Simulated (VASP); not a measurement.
Wanted: the native input for a VASP 6.6.1 run.

| Item | Value |
| --- | --- |
| Task | relaxation of cell and atoms |
| Functional | PBE |
| Potentials or basis | VASP PAW PBE potentials, release 64 (Si, C) |
| Cutoff | 600 eV |
| k mesh | 6 × 6 × 1 |
| Occupations | gaussian, width 0.1 eV |
| Spin | no spin polarisation |
| Dipole correction | no |
| Further INCAR settings | ALGO = Normal; EDIFF = 1e-06; IBRION = 2; EDIFFG = -0.04; NSW = 90; ISIF = 3 |

The structure of SiC4 lies in POSCAR:

```
SiC4
1.0
    2.6892640200      0.0000000000      0.0000000000
   -1.3446320100      2.3289709600      0.0000000000
    0.0000000000      0.0000000000     21.2199281800
Si C
2 8
Direct
    0.3333333300      0.6666666700      0.7500000000
    0.6666666700      0.3333333300      0.2500000000
    0.3333333300      0.6666666700      0.9500000000
    0.3333333300      0.6666666700      0.1500000000
    0.3333333300      0.6666666700      0.3500000000
    0.3333333300      0.6666666700      0.5500000000
    0.6666666700      0.3333333300      0.6500000000
    0.6666666700      0.3333333300      0.8500000000
    0.6666666700      0.3333333300      0.0500000000
    0.6666666700      0.3333333300      0.4500000000
```

The input as run:

INCAR

```
SYSTEM = SiC4
  PREC = Accurate
  ENCUT = 600
  EDIFF = 1E-6
  ISMEAR = 0
  SIGMA = 0.1
  LREAL = .False.
  LASPH = .True.
  NELM = 100
  ALGO = Normal
  ISIF = 3
  LWAVE = .False.
  LCHARG = .False.
  GGA = PE
  IBRION = 2
  NSW = 90
  EDIFFG = -0.04
```

KPOINTS

```
regular mesh
0
Gamma
  6 6 1
  0 0 0
```

Potentials or basis: VASP PAW PBE potentials, release 64 (Si, C).

Run with:

```console
$ cat potpaw_PBE.64/Si/POTCAR potpaw_PBE.64/C/POTCAR > POTCAR
$ mpirun -np 1 vasp_std > vasp.out
```

Results of the run:

| Quantity | Value |
| --- | --- |
| Relaxed volume | 13.84 Å³/atom |
| Relaxed cell | a = 2.471 Å, b = 2.471 Å, c = 26.179 Å, α = 90.00°, β = 90.00°, γ = 120.00° |
| Space group after relaxing (to 0.05 Å) | P6_3/mmc (No. 194) |
| Energy gained by relaxing | 4150.0 meV/atom |
| Ionic steps | 40 |
| Pressure after relaxing | -0.1 GPa |
| Largest force after relaxing | 0.022 eV/Å |

Caveat: the k points lie up to 0.49 Å⁻¹ apart in the final cell; this functional lacks dispersion, which binds the layers, so the pressure and a relaxed spacing across them are unreliable.

It took 15 min on 1 thread of AMD EPYC 9R14 (Zen 4), with other jobs on the host, peak memory 0.29 GiB.
